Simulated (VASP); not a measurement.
Here is a VASP 6.6.1 calculation.

POSCAR

```
Cl
1.0
    0.0000000000      2.1675435172      2.1675435172
    2.1675435172      0.0000000000      2.1675435172
    2.1675435172      2.1675435172      0.0000000000
Cl
1
Direct
    0.0000000000      0.0000000000      0.0000000000
```

The input INCAR.step1:

```
PREC = Accurate
ENCUT = 520
ISMEAR = -1
SIGMA = 0.05
LREAL = F
LASPH = T
NELM = 80
NBANDS = 10
GGA = PE
ALGO = Normal
EDIFF = 1E-4
LWAVE = T
LCHARG = F
```

File INCAR.step2:

```
PREC = Accurate
ENCUT = 520
EDIFF = 1E-6
ISMEAR = -1
SIGMA = 0.05
LREAL = F
LASPH = T
NELM = 80
ALGO = Normal
ISIF = 2
LWAVE = F
LCHARG = F
METAGGA = R2SCAN
LMIXTAU = T
NBANDS = 10
ISTART = 1
```

Contents of KPOINTS:

```
Automatic mesh
0
Gamma
  9 9 9
```

Potentials or basis: VASP PAW PBE potentials, release 64 (Cl).

Launch:

```sh
$ cat potpaw_PBE.64/Cl/POTCAR > POTCAR
$ cp INCAR.step1 INCAR
$ mpirun -np 1 vasp_std > vasp.out
$ cp INCAR.step2 INCAR
$ mpirun -np 1 vasp_std > vasp.out
```

Question: Predict the pressure.

Answer: 0.5 GPa.

Caveat: the PAW data sets were made with another functional, which shifts forces and pressure a little; an odd number of electrons without spin polarisation forces a metal; a magnetic or distorted state may lie lower.
